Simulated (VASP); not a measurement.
Si2C, 6 atoms in the cell. The structure is tetragonal, space group P4_2/mnm (No. 136). Conventional cell: a = 5.064 Å, b = 5.064 Å, c = 2.884 Å, α = 90.00°, β = 90.00°, γ = 90.00°. Si (site symmetry m2m) has 3 C at 2.01 to 2.18 Å within 2.7 Å. C (site symmetry mmm) has 6 Si at 2.01 to 2.18 Å within 2.7 Å. 

```yaml
Program: VASP 6.6.1
Task: single point
Functional: PBE
Potentials_or_basis: VASP PAW PBE potentials, release 64 (Si, C)
Cutoff: 520 eV
k_mesh: 8 × 8 × 14
Occupations: gaussian, width 0.1 eV
Spin: no spin polarisation
Dipole_correction: no
Further_INCAR_settings: ALGO = Normal; EDIFF = 1e-06; NBANDS = 21
```

Potentials or basis: VASP PAW PBE potentials, release 64 (Si, C).

Launch:

```bash
$ cat potpaw_PBE.64/Si/POTCAR potpaw_PBE.64/C/POTCAR > POTCAR
$ mpirun -np 1 vasp_std > vasp.out
```

Hardware: 1 thread of Intel(R) Xeon(R) 6975P-C (Granite Rapids) (shared host).

Q: How long does it take, and how much memory?

A: Wall time 54 s on 1 thread of Intel(R) Xeon(R) 6975P-C (Granite Rapids), with other jobs on the host, peak memory 0.27 GiB. Counts: scf iterations 13, k points 120.
